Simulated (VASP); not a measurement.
Input of a VASP 6.6.1 run:

INCAR

```
PREC = Accurate ; ENCUT = 520
EDIFF = 1E-6 ; ISMEAR = 0
SIGMA = 0.2 ; LREAL = F
LASPH = T ; NELM = 60
ALGO = Normal ; ISIF = 2
LWAVE = F ; LCHARG = F
GGA = PE ; NBANDS = 27
```

File KPOINTS:

```
regular mesh
0
Gamma
  8 6 4
```

File POSCAR:

```
TiB2
1.0
   -3.0296375455      0.0001286526     -0.0001687196
   -0.0001347170      0.0002523383     -3.2264542945
    0.0001762202     -5.2525613979      0.0004532934
Ti B
2 4
Direct
    1.0000031258      0.0000003114      1.0000003734
    0.4999970238      0.0000024506      0.4999996016
   -0.0000074450      0.5000015235      0.6666846316
    0.4999943679      0.5000016519      0.1666844166
    0.5000072060      0.4999962575      0.8333156344
    0.0000057215      0.4999978052      0.3333153423
```

Potentials or basis: VASP PAW PBE potentials, release 64 (Ti_sv, B).

Command:

```console
$ cat potpaw_PBE.64/Ti_sv/POTCAR potpaw_PBE.64/B/POTCAR > POTCAR
$ mpirun -np 1 vasp_std > vasp.out
```

Task: Estimate the pressure.

Result: 0.3 GPa.

Task: Estimate the band gap on the k mesh.

Result: Zero (band 18 reaches 10.17 eV, above the bottom of band 19 at 9.80 eV).
